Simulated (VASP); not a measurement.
A run of VASP 6.6.1:

Contents of POSCAR:

```
KVF3
1.0
    8.2620000000      0.0000000000      0.0000000000
    0.0000000000      4.1310000000      0.0000000000
    0.0000000000      0.0000000000      4.1310000000
K V F
2 2 6
Direct
    0.0000000000      0.0000000000      0.0000000000
    0.5000000000      0.0000000000      0.0000000000
    0.2500000000      0.5000000000      0.5000000000
    0.7500000000      0.5000000000      0.5000000000
    0.2500000000      0.5000000000      0.0000000000
    0.0000000000      0.5000000000      0.5000000000
    0.2500000000      0.0000000000      0.5000000000
    0.7500000000      0.5000000000      0.0000000000
    0.5000000000      0.5000000000      0.5000000000
    0.7500000000      0.0000000000      0.5000000000
```

File INCAR.step1:

```
SYSTEM = KVF3
PREC = Accurate
ENCUT = 520
ISMEAR = -1
SIGMA = 0.05
LREAL = .False.
LASPH = .True.
NELM = 80
NBANDS = 54
GGA = PE
ALGO = Normal
EDIFF = 1E-4
LWAVE = .True.
LCHARG = .False.
```

The input INCAR.step2:

```
SYSTEM = KVF3
PREC = Accurate
ENCUT = 520
EDIFF = 1E-6
ISMEAR = -1
SIGMA = 0.05
LREAL = .False.
LASPH = .True.
NELM = 80
ALGO = Normal
ISIF = 2
LWAVE = .False.
LCHARG = .False.
METAGGA = R2SCAN
LMIXTAU = .True.
NBANDS = 54
ISTART = 1
```

KPOINTS

```
regular mesh
0
Gamma
  4 7 7
  0 0 0
```

Potentials or basis: VASP PAW PBE potentials, release 64 (K_sv, V_sv, F).

Run with:

```console
$ cat potpaw_PBE.64/K_sv/POTCAR potpaw_PBE.64/V_sv/POTCAR potpaw_PBE.64/F/POTCAR > POTCAR
$ cp INCAR.step1 INCAR
$ mpirun -np 1 vasp_std > vasp.out
$ cp INCAR.step2 INCAR
$ mpirun -np 1 vasp_std > vasp.out
```

Hardware: 1 thread of Intel(R) Xeon(R) 6975P-C (Granite Rapids), with other jobs on the host.

Problem. Estimate the wall time of this run.

Solution. Run time: 5.8 min on 1 thread of Intel(R) Xeon(R) 6975P-C (Granite Rapids), on a shared host, peak memory 0.38 GiB. Counts: k points 30.
